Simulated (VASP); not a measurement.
Write the native input for VASP 6.6.1 that does the following.

- Task: single point
- Functional: r2SCAN
- Potentials or basis: VASP PAW PBE potentials, release 64 (Mg_sv, O)
- Cutoff: 750 eV
- k mesh: 8 × 8 × 8
- Occupations: gaussian, width 0.1 eV
- Spin: no spin polarisation
- Dipole correction: no
- Mended: yes
- Further INCAR settings: ALGO = Normal; EDIFF = 1e-06; NBANDS = 15

MgO:

```
CELL_PARAMETERS angstrom
0.00000 2.12450 2.12450
2.12450 0.00000 2.12450
2.12450 2.12450 0.00000
ATOMIC_POSITIONS crystal
Mg 0.00000 0.00000 0.00000
O 0.50000 0.50000 0.50000
```

These files were run (other wordings do the same):

POSCAR

```
MgO
1.0
    0.0000000000      2.1245000000      2.1245000000
    2.1245000000      0.0000000000      2.1245000000
    2.1245000000      2.1245000000      0.0000000000
Mg O
1 1
Direct
    0.0000000000      0.0000000000      0.0000000000
    0.5000000000      0.5000000000      0.5000000000
```

INCAR.step1

```
SYSTEM = MgO
  ALGO = Normal
  EDIFF = 1E-5
  ENCUT = 750
  GGA = PE
  GGA_COMPAT = .False.
  ISMEAR = 0
  LASPH = .True.
  LCHARG = .False.
  LREAL = .False.
  LWAVE = .True.
  NBANDS = 15
  NELM = 120
  PREC = Accurate
  SIGMA = 0.1
```

INCAR.step2

```
SYSTEM = MgO
  ALGO = Normal
  EDIFF = 1E-6
  ENCUT = 750
  GGA_COMPAT = .False.
  ISIF = 2
  ISMEAR = 0
  ISTART = 1
  LASPH = .True.
  LCHARG = .False.
  LMIXTAU = .True.
  LREAL = .False.
  LWAVE = .False.
  METAGGA = R2SCAN
  NBANDS = 15
  NELM = 120
  PREC = Accurate
  SIGMA = 0.1
```

KPOINTS

```
k-points
0
Gamma
  8 8 8
  0 0 0
```

Potentials or basis: VASP PAW PBE potentials, release 64 (Mg_sv, O).

Command:

```sh
$ cat potpaw_PBE.64/Mg_sv/POTCAR potpaw_PBE.64/O/POTCAR > POTCAR
$ cp INCAR.step1 INCAR
$ mpirun -np 1 vasp_std > vasp.out
$ cp INCAR.step2 INCAR
$ mpirun -np 1 vasp_std > vasp.out
```

It gave:

The pressure is -4.9 GPa. The band gap on the k mesh is 5.39 eV.

Caveat: the cell stands under tension; the PAW data sets were made with another functional, which shifts forces and pressure a little.

It took 52 s on 1 thread of Intel(R) Xeon(R) Platinum 8259CL CPU @ 2.50GHz (Skylake/Cascade Lake), on a shared host, peak memory 0.16 GiB.
